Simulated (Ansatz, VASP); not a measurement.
One calculation of KCl, two programs

File INCAR:

```
  PREC = Accurate
  ENCUT = 520
  EDIFF = 1E-6
  ISMEAR = 0
  SIGMA = 0.05
  LREAL = False
  LASPH = True
  NELM = 80
  ALGO = Normal
  ISIF = 2
  LWAVE = False
  LCHARG = False
  GGA = PS
  NBANDS = 24
```

KPOINTS

```
regular mesh
0
Gamma
  6 6 6
```

The input POSCAR:

```
KCl
1.0
    0.0000000000     -3.1207041401     -3.1207041401
   -3.1207041401      0.0000000000     -3.1207041401
    3.1207041401      3.1207041401     -6.2414082803
K Cl
2 2
Direct
    0.4121994881      0.6131860120      0.5000000000
    0.0878005119      0.8868139880      0.0000000000
    0.7500000000      0.7500000000      0.7500000000
    0.2500000000      0.2500000000      0.2500000000
```

Input for Ansatz:

```yaml
crystal:
  lattice:
    - [0.0, -3.1207041401, -3.1207041401]
    - [-3.1207041401, 0.0, -3.1207041401]
    - [3.1207041401, 3.1207041401, -6.2414082803]
  atoms:
    - { symbol: K, position: [0.4121994881, 0.613186012, 0.5] }
    - { symbol: K, position: [0.0878005119, 0.886813988, 0.0] }
    - { symbol: Cl, position: [0.75, 0.75, 0.75] }
    - { symbol: Cl, position: [0.25, 0.25, 0.25] }
basis:
  ecutwfc: 420
kpoints:
  mp_grid: { grid: [6, 6, 6] }
hamiltonian:
  xc: pbesol
scf:
  occupations: { method: gaussian, width: 0.05 }
output:
  forces: true
  stress: true
  eigenvalues: true
```

Change from the starting cell: mode 4 frozen in at -0.454 Å and mode 9 at +0.000 Å (largest displacements).

Alike in both runs: task single point; functional PBEsol; k mesh 6 × 6 × 6; occupations gaussian, width 0.05 eV; no spin polarisation.

```csv
,VASP,Ansatz
version,VASP 6.6.1,Ansatz 0.2.0
potentials or method,"VASP PAW PBE potentials, release 64 (K_sv, Cl), cutoff 520 eV","scalar-relativistic, plane waves, PAW"
valence electrons in the cell,32,32
```

|  | VASP | Ansatz | Ansatz less VASP |
| --- | --- | --- | --- |
| gap on the k mesh at the Fermi level (eV) | 5.09 | 5.10 | +0.003 |
| least direct gap on the mesh (eV) | 5.09 | 5.10 | +0.003 |
| pressure (GPa) | 1.7 | 1.6 | -0.07 |
| traceless stress, the component that is largest in VASP (GPa) | -1.66 | -1.63 | +0.034 |
| rms of the force components (eV/Å) | 0.316 | 0.310 | -0.0063 |

VASP's potentials were made for PBE, not for PBEsol. Atom by atom the forces differ by 0.006 eV/Å (rms over components).
